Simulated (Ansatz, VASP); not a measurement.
## Bi2Te3 in VASP and in Ansatz

File INCAR:

```
ALGO = Normal
EDIFF = 1E-6
ENCUT = 520
GGA = PE
ISIF = 2
ISMEAR = 0
LASPH = T
LCHARG = F
LREAL = Auto
LWAVE = F
NBANDS = 85
NELM = 80
PREC = Accurate
SIGMA = 0.05
```

KPOINTS

```
k-points
0
Gamma
  9 9 1
```

POSCAR

```
Bi2Te3
1.0
   -4.4465493992      0.0000000000      0.0000000000
   -2.2232746996     -3.8508247389      0.0000000000
   -2.2230523721     -1.2834798855     32.1686732172
Bi Te
6 9
Direct
    0.4787218072      0.4787218072      0.5638909674
    0.9231551406     -0.0768448594      0.2305576341
    0.0342884739      0.0342884739      0.8972243008
    0.4102004161      0.4102004161      0.7694756992
    0.8546337494     -0.1453662506      0.4361423659
    0.2990670828      0.2990670828      0.1028090326
    0.6111111117      0.6111111117      0.1666833333
   -0.2777555550     -0.2777555550      0.8333500000
    0.1666777783      0.1666777783      0.5000166667
    0.5391072059      0.5391072059      0.3827166538
    0.9835405393      0.9835405393      0.0493833205
    0.0946738726      0.0946738726      0.7160499872
    0.3498150174      0.3498150174      0.9506500128
    0.7942483507     -0.2057516493      0.6173166795
    0.2386816841      0.2386816841      0.2839833462
```

Input for Ansatz:

```yaml
crystal:
  lattice:
    - [-4.4465493992, 0.0, 0.0]
    - [-2.2232746996, -3.8508247389, 0.0]
    - [-2.2230523721, -1.2834798855, 32.1686732172]
  atoms:
    - { symbol: Bi, position: [0.4787218072, 0.4787218072, 0.5638909674] }
    - { symbol: Bi, position: [0.9231551406, -0.0768448594, 0.2305576341] }
    - { symbol: Bi, position: [0.0342884739, 0.0342884739, 0.8972243008] }
    - { symbol: Bi, position: [0.4102004161, 0.4102004161, 0.7694756992] }
    - { symbol: Bi, position: [0.8546337494, -0.1453662506, 0.4361423659] }
    - { symbol: Bi, position: [0.2990670828, 0.2990670828, 0.1028090326] }
    - { symbol: Te, position: [0.6111111117, 0.6111111117, 0.1666833333] }
    - { symbol: Te, position: [-0.277755555, -0.277755555, 0.83335] }
    - { symbol: Te, position: [0.1666777783, 0.1666777783, 0.5000166667] }
    - { symbol: Te, position: [0.5391072059, 0.5391072059, 0.3827166538] }
    - { symbol: Te, position: [0.9835405393, 0.9835405393, 0.0493833205] }
    - { symbol: Te, position: [0.0946738726, 0.0946738726, 0.7160499872] }
    - { symbol: Te, position: [0.3498150174, 0.3498150174, 0.9506500128] }
    - { symbol: Te, position: [0.7942483507, -0.2057516493, 0.6173166795] }
    - { symbol: Te, position: [0.2386816841, 0.2386816841, 0.2839833462] }
basis:
  ecutwfc: 420
kpoints:
  mp_grid: { grid: [9, 9, 1] }
hamiltonian:
  xc: pbe
scf:
  occupations: { method: gaussian, width: 0.05 }
output:
  forces: true
  stress: true
  eigenvalues: true
```

Alike in both runs: task single point; functional PBE; k mesh 9 × 9 × 1; occupations gaussian, width 0.05 eV; no spin polarisation.

|  | VASP | Ansatz |
| --- | --- | --- |
| version | VASP 6.6.1 | Ansatz 0.2.0 |
| potentials or method | VASP PAW PBE potentials, release 64 (Bi_d, Te), cutoff 520 eV | scalar-relativistic, plane waves, PAW |
| valence electrons in the cell | 144 | 234 |

Ansatz gave:

```
gap on the k mesh at the Fermi level (eV)                     : 0.54
least direct gap on the mesh (eV)                             : 0.54
pressure (GPa)                                                : 0.0
traceless stress, the component that is largest in VASP (GPa) : 0.07
rms of the force components (eV/Å)                            : 0.013
```

Estimate VASP's values.

gap on the k mesh at the Fermi level (eV): 0.54; least direct gap on the mesh (eV): 0.54; pressure (GPa): 0.0; traceless stress, the component that is largest in VASP (GPa): 0.07; rms of the force components (eV/Å): 0.012.

Atom by atom the forces differ by 0.004 eV/Å (rms over components). The functional is the same, so the differences come from potentials, cutoffs and numerics. VASP's potentials hold 144 valence electrons a cell and Ansatz's 234, so a difference there can come from the potentials and not from the codes.

Neither program's run includes spin-orbit coupling.
